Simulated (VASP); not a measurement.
Set up this calculation in VASP 6.6.1, as the native input.

| Quantity | Value |
| --- | --- |
| Task | relaxation of cell and atoms |
| Functional | PBE |
| Potentials or basis | VASP PAW PBE potentials, release 64 (Mn_pv, Si) |
| Cutoff | 600 eV |
| k mesh | 6 × 6 × 4 |
| Occupations | gaussian, width 0.1 eV |
| Spin | collinear spin, ferromagnetic start |
| Starting moments | [1.13, 1.13, 0.0, 0.0] μB |
| Dipole correction | no |
| Further INCAR settings | ALGO = Normal; EDIFF = 1e-07; IBRION = 2; EDIFFG = -0.04; NSW = 90; ISIF = 3 |

The structure of MnSi lies in POSCAR:

```
MnSi
1.0
    3.3689833746      0.0000000000      0.0000000000
    0.0000000000      3.3689833746      0.0000000000
    0.0000000000      0.0000000000      4.2570034489
Mn Si
2 2
Direct
    0.0000000000      0.5000000000      0.2351000000
    0.5000000000      0.0000000000      0.7649000000
    0.0000000000      0.0000000000      0.0000000000
    0.5000000000      0.5000000000      0.0000000000
```

One way to write it, as run:

INCAR

```
SYSTEM = MnSi
ALGO = Normal ; EDIFF = 1E-7
EDIFFG = -0.04 ; ENCUT = 600
GGA = PE ; IBRION = 2
ISIF = 3 ; ISMEAR = 0
ISPIN = 2 ; LASPH = .True.
LCHARG = .False. ; LMAXMIX = 4
LORBIT = 11 ; LREAL = .False.
LWAVE = .False. ; MAGMOM = 1.13 1.13 0 0
NELM = 150 ; NSW = 90
PREC = Accurate ; SIGMA = 0.1
```

KPOINTS

```
k-points
0
Gamma
  6 6 4
  0 0 0
```

Potentials or basis: VASP PAW PBE potentials, release 64 (Mn_pv, Si).

Command:

```bash
$ cat potpaw_PBE.64/Mn_pv/POTCAR potpaw_PBE.64/Si/POTCAR > POTCAR
$ mpirun -np 1 vasp_std > vasp.out
```

It gave:

```yaml
Relaxed_volume: 10.91 Å³/atom
Relaxed_cell: a = 3.972 Å, b = 3.972 Å, c = 2.767 Å, α = 90.00°, β = 90.00°, γ = 90.00°
Space_group_after_relaxing_to_0.1_Å: Pm-3m (No. 221)
Pressure_after_relaxing: -0.1 GPa
Largest_force_after_relaxing: 0.010 eV/Å
Band_gap_on_the_k_mesh: zero (filled and empty bands overlap)
Net_moment: 0.00 μB per cell
Valence_electrons_inside_the_program's_atomic_spheres: Mn 12.11; Si 1.62
```

Caveat: the k points lie up to 0.57 Å⁻¹ apart in the final cell, too coarse for converged energies and pressures of a metal; the moments typed at the start vanished in this run; a cell axis changed by over 15 % at a fixed basis, so the end point is rough.

It took 15 min on 1 thread of Intel(R) Xeon(R) 6975P-C (Granite Rapids) (shared host), peak memory 0.24 GiB.
